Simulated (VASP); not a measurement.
# V (Im-3m) in VASP: density of states with PBEsol

Aim: the density of states of V with PBEsol.

All numbers are computed with VASP 6.6.1; they aren't measurements. Logs are shortened: lines on timing, memory, paths and dates and some standing lists are left out, and cuts for length are marked.

### Step 1. The cell of the first run

Symmetry: Im-3m, No. 229, cubic system. The conventional cell has a = 2.958 Å, b = 2.958 Å, c = 2.958 Å, α = 90.00°, β = 90.00°, γ = 90.00°. Within 3.4 Å of V (site symmetry m-3m) lie 14 V at 2.56 to 2.96 Å.

### Step 2. Density of states, PBEsol, collinear spin, ferromagnetic start

POSCAR

```
V
1.0
   -1.4791184849      1.4791184849      1.4791184849
    1.4791184849     -1.4791184849      1.4791184849
    1.4791184849      1.4791184849     -1.4791184849
V
1
Direct
    0.0000000000      0.0000000000      0.0000000000
```

INCAR.step1

```
SYSTEM = V
  ALGO = Normal
  EDIFF = 1E-7
  ENCUT = 520
  GGA = PS
  ISIF = 2
  ISMEAR = 0
  ISPIN = 2
  LASPH = .True.
  LCHARG = .True.
  LMAXMIX = 4
  LREAL = .False.
  LWAVE = .False.
  MAGMOM = 0.05
  NBANDS = 16
  NELM = 150
  PREC = Accurate
  SIGMA = 0.05
```

KPOINTS.step1

```
k-points
0
Gamma
  20 20 20
  0 0 0
```

INCAR.step2

```
SYSTEM = V
  ALGO = Normal
  EDIFF = 1E-7
  ENCUT = 520
  GGA = PS
  ICHARG = 11
  ISIF = 2
  ISMEAR = -5
  ISPIN = 2
  LASPH = .True.
  LCHARG = .False.
  LMAXMIX = 4
  LORBIT = 10
  LREAL = .False.
  LWAVE = .False.
  MAGMOM = 0.05
  NEDOS = 1001
  NELM = 150
  PREC = Accurate
  SIGMA = 0.05
```

KPOINTS.step2

```
k-points
0
Gamma
  30 30 30
  0 0 0
```

Potentials or basis: VASP PAW PBE potentials, release 64 (V_sv).

The run is started by

```console
cat potpaw_PBE.64/V_sv/POTCAR > POTCAR
cp INCAR.step1 INCAR
cp KPOINTS.step1 KPOINTS
mpirun -np 1 vasp_std > vasp.out
cp INCAR.step2 INCAR
cp KPOINTS.step2 KPOINTS
mpirun -np 1 vasp_std > vasp.out
```

OUTCAR:

```text
SYSTEM = V
   EDIFF = 1E-7
   ENCUT = 520
   GGA = PS
   ICHARG = 11
   ISIF = 2
   ISMEAR = -5
   ISPIN = 2
   LASPH = .True.
   LORBIT = 10
   LREAL = .False.
   NELM = 150
   PREC = Accurate

 ion  position               nearest neighbor table
   1  0.000  0.000  0.000-

  LATTYP: Found a body centered cubic cell.
 ALAT       =     2.9582369698

  Lattice vectors:

 A1 = (  -1.4791184849,   1.4791184849,   1.4791184849)
 A2 = (   1.4791184849,  -1.4791184849,   1.4791184849)
 A3 = (   1.4791184849,   1.4791184849,  -1.4791184849)

Analysis of symmetry for initial positions (statically):
=====================================================================
 Subroutine PRICEL returns:
 Original cell was already a primitive cell.

 Routine SETGRP: Setting up the symmetry group for a
 body centered cubic supercell.

 Subroutine GETGRP returns: Found 48 space group operations
 (whereof 48 operations were pure point group operations)
 out of a pool of 48 trial point group operations.

The static configuration has the point symmetry O_h .

Analysis of symmetry for dynamics (positions and initial velocities):
=====================================================================
 Subroutine PRICEL returns:
 Original cell was already a primitive cell.

 Routine SETGRP: Setting up the symmetry group for a
 body centered cubic supercell.

 Subroutine GETGRP returns: Found 48 space group operations
 (whereof 48 operations were pure point group operations)
 out of a pool of 48 trial point group operations.

The dynamic configuration has the point symmetry O_h .

Analysis of structural, dynamic, and magnetic symmetry:
=====================================================================
 Subroutine PRICEL returns:
 Original cell was already a primitive cell.

 Routine SETGRP: Setting up the symmetry group for a
 body centered cubic supercell.

 Subroutine GETGRP returns: Found 48 space group operations
 (whereof 48 operations were pure point group operations)
 out of a pool of 48 trial point group operations.

The overall configuration has the point symmetry O_h .

 Subroutine INISYM returns: Found 48 space group operations
 (whereof 48 operations are pure point group operations),
 and found     1 'primitive' translations

----------------------------------------------------------------------------------------

                                     Primitive cell

  volume of cell :      12.9440

  direct lattice vectors                    reciprocal lattice vectors
    -1.479118485  1.479118485  1.479118485     0.000000000  0.338039180  0.338039180
     1.479118485 -1.479118485  1.479118485     0.338039180  0.000000000  0.338039180
     1.479118485  1.479118485 -1.479118485     0.338039180  0.338039180  0.000000000

  length of vectors
     2.561908366  2.561908366  2.561908366     0.478059593  0.478059593  0.478059593

  position of ions in fractional coordinates (direct lattice)
     0.000000000  0.000000000  0.000000000

  ion indices of the primitive-cell ions
   primitive index   ion index
                 1           1

----------------------------------------------------------------------------------------

 KPOINTS: k-points

Automatic generation of k-mesh.
 Grid dimensions read from file:
 generate k-points for:   30   30   30

 Generating k-lattice:

  Cartesian coordinates                     Fractional coordinates (reciprocal lattice)
     0.000000000  0.011267973  0.011267973     0.033333333  0.000000000  0.000000000
     0.011267973  0.000000000  0.011267973     0.000000000  0.033333333  0.000000000
     0.011267973  0.011267973  0.000000000     0.000000000  0.000000000  0.033333333

  Length of vectors
     0.015935320  0.015935320  0.015935320

  Shift w.r.t. Gamma in fractional coordinates (k-lattice)
     0.000000000  0.000000000  0.000000000

 TETIRR: Found  32549 inequivalent tetrahedra from   162000

 Subroutine IBZKPT returns following result:
 ===========================================

 Found    752 irreducible k-points:

 Following reciprocal coordinates:
            Coordinates               Weight
  0.000000  0.000000  0.000000      1.000000
  0.033333  0.000000  0.000000     12.000000
  0.066667  0.000000  0.000000     12.000000
  0.100000  0.000000  0.000000     12.000000
  0.133333  0.000000  0.000000     12.000000
  0.166667  0.000000  0.000000     12.000000
[... 16 lines left out ...]
  0.233333  0.033333  0.000000     48.000000
  0.266667  0.033333  0.000000     48.000000
 [... further k-points ...]
   k-points           NKPTS =    752   k-points in BZ     NKDIM =    752   number of bands    NBANDS=     10
   number of dos      NEDOS =   1001   number of ions     NIONS =      1
   total plane-waves  NPLWV =   8000
   dimension x,y,z NGX =    20 NGY =   20 NGZ =   20
   dimension x,y,z NGXF=    40 NGYF=   40 NGZF=   40
   ions per type =               1
   NGX,Y,Z   is equivalent  to a cutoff of  12.98, 12.98, 12.98 a.u.
   NGXF,Y,Z  is equivalent  to a cutoff of  25.96, 25.96, 25.96 a.u.
 SYSTEM =  V
   PREC   = accura    normal or accurate (medium, high low for compatibility)
   ISTART =      0    job   : 0-new  1-cont  2-samecut
   ICHARG =     11    charge: 1-file 2-atom 10-const
   ISPIN  =      2    spin polarized calculation?
   LNONCOLLINEAR =      F non collinear calculations
   LSORBIT =      F    spin-orbit coupling
   LASPH  =      T    aspherical Exc in radial PAW
   ENCUT  =  520.0 eV  38.22 Ry    6.18 a.u.   4.76  4.76  4.76*2*pi/ulx,y,z
   NELM   =    150;   NELMIN=  2; NELMDL=  0     # of ELM steps
   EDIFF  = 0.1E-06   stopping-criterion for ELM
   LREAL  =      F    real-space projection
   EDIFFG = 0.1E-05   stopping-criterion for IOM
   NSW    =      0    number of steps for IOM
   IBRION =     -1    ionic relax: 0-MD 1-quasi-New 2-CG
   NFREE  =      0    steps in history (QN), initial steepest desc. (CG)
   ISIF   =      2    stress and relaxation
   ISYM   =      2    0-nonsym 1-usesym 2-fastsym
   POTIM  = 0.5000    time-step for ionic-motion
   TEBEG  =    0.0;   TEEND  =   0.0 temperature during run
   PSTRESS=    0.0 pullay stress
   NELECT =      13.0000    total number of electrons
   NUPDOWN=      -1.0000    fix difference up-down
   EMIN   =  10.00;   EMAX   =-10.00  energy-range for DOS
   EFERMI =   0.00;   METHOD = LEGACY
   ISMEAR =    -5;   SIGMA  =   0.05  broadening in eV -4-tet -1-fermi 0-gaus
   EFERMI_NEDOS =   21; number of points for ismear=-14 and -15
   IALGO  =     38    algorithm
   IMIX   =      4    mixing-type and parameters
     AMIX     =   0.40;   BMIX     =  1.00
     AMIX_MAG =   1.60;   BMIX_MAG =  1.00
  volume/ion in A,a.u.               =      12.94        87.35
  Fermi-wavevector in a.u.,A,eV,Ry     =   1.639456  3.098122 36.569938  2.687815
  Thomas-Fermi vector in A             =   2.730258
   LORBIT       =     10    0 simple, 1 ext, 2 COOP (PROOUT), +10 PAW based schemes
   GGA     = PS    functional components
   LHFCALC =     F    Hartree Fock is set to
   AEXX    =    0.0000 exact exchange contribution
   IVDW    =     0    specifies the selected vdW correction
   LEPSILON=     F    determine dielectric tensor
   LRPA    =     F    only Hartree local field effects (RPA)
 spin polarized calculation
 Fermi weights with tetrahedron method with Bloechl corrections
  energy-cutoff  :      520.00
  volume of cell :       12.94
 maximum number of plane-waves:       370

 number of electron      13.0000002 magnetization       0.0000020

 Free energy of the ion-electron system (eV)
  ---------------------------------------------------
  ext. energy  EPLUGINS =         0.00000000
  ---------------------------------------------------
  free energy    TOTEN  =        -9.63447775 eV

  energy without entropy =       -9.63447775  energy(sigma->0) =       -9.63447775

 E-fermi :  10.0559     XC(G=0): -13.2788

 val. band max:       10.0825926381   @ k =  -0.2333   0.2333   0.1667
 cond. band min:      10.0465150755   @ k =  -0.1333   0.2333   0.0333
 fundamental gap:     -0.0360775626
 Fermi energy:        10.0559192624

 spin component 1

 k-point     1 :       0.0000    0.0000    0.0000
  band No.  band energies     occupation
      1     -53.3707      1.00000
      2     -26.7020      1.00000
      3     -26.7020      1.00000
      4     -26.7020      1.00000
      5       3.3833      1.00000
      6      10.4808      0.00000
      7      10.4808      0.00000
      8      10.4808      0.00000
      9      12.5883      0.00000
     10      12.5883      0.00000
[... 287 lines left out ...]
 k-point    24 :       0.2667    0.0333    0.0000
  band No.  band energies     occupation
      1     -53.2282      1.00000
      2     -27.3390      1.00000
      3     -26.8976      1.00000
      4     -26.7118      1.00000
      5       6.0326      1.00000
      6       9.4408      1.00000
      7       9.9841      1.01496
      8      12.2844      0.00000
      9      12.6490      0.00000
     10      12.7758      0.00000

 [... further k-points ...]

 spin component 2

 k-point     1 :       0.0000    0.0000    0.0000
  band No.  band energies     occupation
      1     -53.3707      1.00000
      2     -26.7021      1.00000
      3     -26.7021      1.00000
      4     -26.7021      1.00000
      5       3.3833      1.00000
      6      10.4808      0.00000
      7      10.4808      0.00000
      8      10.4808      0.00000
      9      12.5883      0.00000
     10      12.5883      0.00000
[... 287 lines left out ...]
 k-point    24 :       0.2667    0.0333    0.0000
  band No.  band energies     occupation
      1     -53.2282      1.00000
      2     -27.3390      1.00000
      3     -26.8976      1.00000
      4     -26.7118      1.00000
      5       6.0326      1.00000
      6       9.4408      1.00000
      7       9.9841      1.01496
      8      12.2844      0.00000
      9      12.6490      0.00000
     10      12.7758      0.00000

 [... further k-points ...]

------------------------ aborting loop because EDIFF is reached ----------------------------------------

  FORCE on cell =-STRESS in cart. coord.  units (eV):
  Direction    XX          YY          ZZ          XY          YZ          ZX
  --------------------------------------------------------------------------------------
  -------------------------------------------------------------------------------------
  Total        0.0446788      0.0446788      0.0446788      0.0000000      0.0000000      0.0000000
  in kB        5.5302359      5.5302359      5.5302359      0.0000000      0.0000000      0.0000000
  external PRESSURE =       5.5302359 kB  Pullay stress =       0.0000000 kB

 VOLUME and BASIS-vectors are now :
 -----------------------------------------------------------------------------
  energy-cutoff  :      520.00
  volume of cell :       12.94
      direct lattice vectors                 reciprocal lattice vectors
    -1.479118485  1.479118485  1.479118485     0.000000000  0.338039180  0.338039180
     1.479118485 -1.479118485  1.479118485     0.338039180  0.000000000  0.338039180
     1.479118485  1.479118485 -1.479118485     0.338039180  0.338039180  0.000000000

 POSITION                                       TOTAL-FORCE (eV/Angst)
 -----------------------------------------------------------------------------------
      0.00000      0.00000      0.00000         0.000000      0.000000      0.000000
 -----------------------------------------------------------------------------------
    total drift:                                0.000000      0.000000      0.000000

  FREE ENERGIE OF THE ION-ELECTRON SYSTEM (eV)
  ---------------------------------------------------
  free  energy   TOTEN  =        -9.6344777455 eV

  energy  without entropy=       -9.6344777455  energy(sigma->0) =       -9.63447775

 total charge

# of ion       s       p       d       tot
------------------------------------------
    1        2.355   6.237   3.137  11.729

 magnetization (x)

# of ion       s       p       d       tot
------------------------------------------
    1       -0.000  -0.000   0.000   0.000
```

Run time: 4.7 min. Hardware: 1 thread of AMD EPYC 7R43 (Zen 3), shared host; peak memory 0.33 GiB.

What came out:

- Net moment: 0.00 μB per cell
- Valence electrons inside the program's atomic spheres: V 11.73

Levels at points of the mesh, in eV from the Fermi level:
Spin up:
| k point | band 5 | band 6 | band 7 | band 8 | band 9 | band 10 |
| --- | --- | --- | --- | --- | --- | --- |
| (0.00, 0.00, 0.00) | -6.67 | 0.42 | 0.42 | 0.42 | 2.53 | 2.53 |
| (0.50, 0.00, 0.00) | -3.32 | -1.21 | 1.80 | 2.55 | 2.92 | 4.37 |
| (0.50, 0.50, 0.50) | -3.19 | -3.19 | 3.95 | 3.95 | 3.95 | 10.57 |
Spin down:
| k point | band 3 | band 4 | band 5 | band 6 | band 7 | band 8 | band 9 | band 10 |
| --- | --- | --- | --- | --- | --- | --- | --- | --- |
| (0.00, 0.00, 0.00) | -36.76 | -36.76 | -6.67 | 0.42 | 0.42 | 0.42 | 2.53 | 2.53 |
| (0.50, 0.00, 0.00) | -37.08 | -36.77 | -3.32 | -1.21 | 1.80 | 2.55 | 2.92 | 4.37 |
| (0.50, 0.50, 0.50) | -37.46 | -37.46 | -3.19 | -3.19 | 3.95 | 3.95 | 3.95 | 10.57 |

Caveat: the PAW data sets were made with another functional, which shifts forces and pressure a little; tetrahedron occupations give inexact forces and stress in metals.
